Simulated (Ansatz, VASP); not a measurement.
# ZnO in VASP and in Ansatz

Contents of INCAR:

```
SYSTEM = ZnO
ALGO = Normal ; EDIFF = 1E-7
ENCUT = 520 ; GGA = PE
ISIF = 2 ; ISMEAR = -1
LASPH = .True. ; LCHARG = .False.
LREAL = .False. ; LWAVE = .False.
NBANDS = 26 ; NELM = 80
PREC = Accurate ; SIGMA = 0.02
```

File KPOINTS:

```
k-points
0
Gamma
  12 12 6
  0 0 0
```

POSCAR

```
ZnO
1.0
    3.2353408669      0.0000000000      0.0000000000
   -1.6176704335      2.8018873806      0.0000000000
    0.0000000000      0.0000000000      5.1588423132
Zn O
2 2
Direct
    0.3333333333      0.6666666667     -0.0036448895
    0.6666666667      0.3333333333      0.4963551105
    0.3333333333      0.6666666667      0.3786448895
    0.6666666667      0.3333333333      0.8786448895
```

Input for Ansatz:

```yaml
crystal:
  lattice:
    - [3.2353408669, 0.0, 0.0]
    - [-1.6176704335, 2.8018873806, 0.0]
    - [0.0, 0.0, 5.1588423132]
  atoms:
    - { symbol: Zn, position: [0.3333333333, 0.6666666667, -0.0036448895] }
    - { symbol: Zn, position: [0.6666666667, 0.3333333333, 0.4963551105] }
    - { symbol: O, position: [0.3333333333, 0.6666666667, 0.3786448895] }
    - { symbol: O, position: [0.6666666667, 0.3333333333, 0.8786448895] }
kpoints:
  mp_grid: { grid: [12, 12, 6] }
  band_path:
    path:
      - [0.0, 0.0, 0.0]
      - [0.5, 0.0, 0.0]
      - [0.3333333333, 0.3333333333, 0.0]
      - [0.0, 0.0, 0.5]
      - [0.5, 0.0, 0.5]
      - [0.3333333333, 0.3333333333, 0.5]
    npoints: 1
hamiltonian:
  xc: pbe
scf:
  occupations: { method: fermi_dirac, width: 0.02 }
  n_extra_bands: 5
output:
  forces: true
  stress: true
  eigenvalues: true
```

Change from the starting cell: uniaxial_z strain -1.0%.

Alike in both runs: task single point; functional PBE; k mesh 12 × 12 × 6; occupations fermi-dirac, width 0.02 eV; no spin polarisation.

```csv
,VASP,Ansatz
version,VASP 6.6.1,Ansatz 0.2.0
potentials or method,"VASP PAW PBE potentials, release 64 (Zn, O)","plane waves, PAW"
plane-wave cutoff (eV),520,420
valence electrons in the cell,36,36
```

```csv
,VASP,Ansatz,Ansatz less VASP
gap on the k mesh at the Fermi level (eV),0.82,0.83,+0.015
pressure (GPa),8.8,7.6,-1.14
"traceless stress, the component that is largest in VASP (GPa)",0.77,0.78,+0.015
rms of the force components (eV/Å),0.004,0.003,-0.0013
```

Atom by atom the forces differ by 0.001 eV/Å (rms over components).
